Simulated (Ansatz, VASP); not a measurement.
## Two plane-wave programs on SiC

File INCAR:

```
SYSTEM = SiC
PREC = Accurate
ENCUT = 520
EDIFF = 1E-6
ISMEAR = 0
SIGMA = 0.01
LREAL = .FALSE.
LASPH = .TRUE.
NELM = 80
ALGO = Normal
ISIF = 2
LWAVE = .FALSE.
LCHARG = .FALSE.
GGA = PE
NBANDS = 16
```

Contents of KPOINTS:

```
regular mesh
0
G
  12 12 4
  0 0 0
```

File POSCAR:

```
SiC
1.0
    2.9916832294      0.0000000000      0.0000000000
   -1.4958416147      2.5908735386      0.0000000000
    0.0000000000      0.0000000000      4.9096283948
Si C
2 2
Direct
    0.3333333333      0.6666666667      0.0000000000
    0.6666666667      0.3333333333      0.5000000000
    0.3333333333      0.6666666667      0.3850000000
    0.6666666667      0.3333333333      0.8850000000
```

Input for Ansatz:

```yaml
crystal:
  lattice:
    - [2.991683229449201, 0.0, 0.0]
    - [-1.4958416147246005, 2.590873538631453, 0.0]
    - [0.0, 0.0, 4.909628394752785]
  atoms:
    - { symbol: Si, position: [0.3333333333333333, 0.6666666666666666, 0.0] }
    - { symbol: Si, position: [0.6666666666666666, 0.3333333333333333, 0.5] }
    - { symbol: C, position: [0.3333333333333333, 0.6666666666666666, 0.385] }
    - { symbol: C, position: [0.6666666666666666, 0.3333333333333333, 0.885] }
basis:
  ecutwfc: 500.0
kpoints:
  mp_grid:
    grid: [12, 12, 4]
hamiltonian:
  xc: pbe
scf:
  occupations:
    method: fixed
output:
  stress: true
```

Alike in both runs: task single point; functional PBE; k mesh 12 × 12 × 4; no spin polarisation.

```csv
,VASP,Ansatz
version,VASP 6.6.1,Ansatz 0.2.0
potentials or method,"VASP PAW PBE potentials, release 64 (Si, C), cutoff 520 eV","plane waves, PAW"
occupations,"gaussian, width 0.01 eV",fixed
valence electrons in the cell,16,16
```

Ansatz gave:

```
pressure (GPa)                                                : 25.9
traceless stress, the component that is largest in VASP (GPa) : -5.94
```

Problem. Estimate VASP's values.

Solution. Pressure (GPa): 25.8; traceless stress, the component that is largest in VASP (GPa): -5.90.
